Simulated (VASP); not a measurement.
A run of VASP 6.6.1:

File INCAR:

```
SYSTEM = MnO
  PREC = Accurate
  ENCUT = 520
  EDIFF = 1E-6
  ISMEAR = -1
  SIGMA = 0.3
  LREAL = .False.
  LASPH = .True.
  NELM = 150
  ALGO = Normal
  ISIF = 2
  LWAVE = .False.
  LCHARG = .False.
  ISPIN = 2
  MAGMOM = 4 0
  LORBIT = 11
  LMAXMIX = 4
  GGA = CA
  NBANDS = 20
```

Contents of KPOINTS:

```
Automatic mesh
0
Gamma
  10 10 10
  0 0 0
```

POSCAR

```
MnO
1.0
    0.0000000000      2.2594491012      2.2594491012
    2.2594491012      0.0000000000      2.2594491012
    2.2594491012      2.2594491012      0.0000000000
Mn O
1 1
Direct
    0.0000000000      0.0000000000      0.0000000000
    0.5000000000      0.5000000000      0.5000000000
```

Potentials or basis: VASP PAW LDA potentials, release 64 (Mn_pv, O).

The run is started by

```bash
$ cat potpaw_LDA.64/Mn_pv/POTCAR potpaw_LDA.64/O/POTCAR > POTCAR
$ mpirun -np 1 vasp_std > vasp.out
```

Hardware: 1 thread of Intel(R) Xeon(R) Platinum 8488C (Sapphire Rapids), with other jobs on the host.

Q: How long does it take, and how much memory?

A: It took 20 s on 1 thread of Intel(R) Xeon(R) Platinum 8488C (Sapphire Rapids) (shared host), peak memory 0.15 GiB. Counts: scf iterations 16, k points 47.
